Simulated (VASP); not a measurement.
Runs of VASP 6.6.1 on SiO2. The structure is that of space group P4_12_12 (No. 92), or close to it. The cells are those of the table. 

```csv
level,potentials or basis,cell,cutoff (eV),smearing,dipole correction,tolerance level,purpose,passes,gap on the mesh (eV),pressure (GPa),relaxed volume (Å³/atom),largest force (eV/Å)
revPBE+D3(BJ),"VASP PAW PBE potentials, release 64 (Si, O)","relaxed from a = 4.982, b = 4.982, c = 6.963 Å, 12 atoms",600,fermi-dirac 0.05 eV,no,-,-,-,(c),0.0,13.14,0.01
LDA,"VASP PAW LDA potentials, release 64 (Si, O)","relaxed from a = 4.898, b = 4.898, c = 6.845 Å, 12 atoms",840,gaussian 0.03 eV,-,standard,cell,3,5.52,0.0,14.25,-
BLYP+D4,"VASP PAW PBE potentials, release 64 (Si, O)","relaxed from a = 4.982, b = 4.982, c = 6.963 Å, 12 atoms",600,fermi-dirac 0.05 eV,no,-,-,-,5.76,0.0,(b),0.01
RPBE,"VASP PAW PBE potentials, release 64 (Si, O)","relaxed from a = 4.982, b = 4.982, c = 6.963 Å, 12 atoms",600,fermi-dirac 0.05 eV,no,-,-,-,(a),0.1,15.74,0.01
```

Alike in all rows: task relaxation of cell and atoms; no spin polarisation; k mesh 6 × 6 × 4.

Estimate the missing entries.

(a) 5.58; (b) 13.07; (c) 5.86.

Caveats: the PAW data sets were made with another functional, which shifts forces and pressure a little (at least some runs).

A k mesh can miss the band edges.
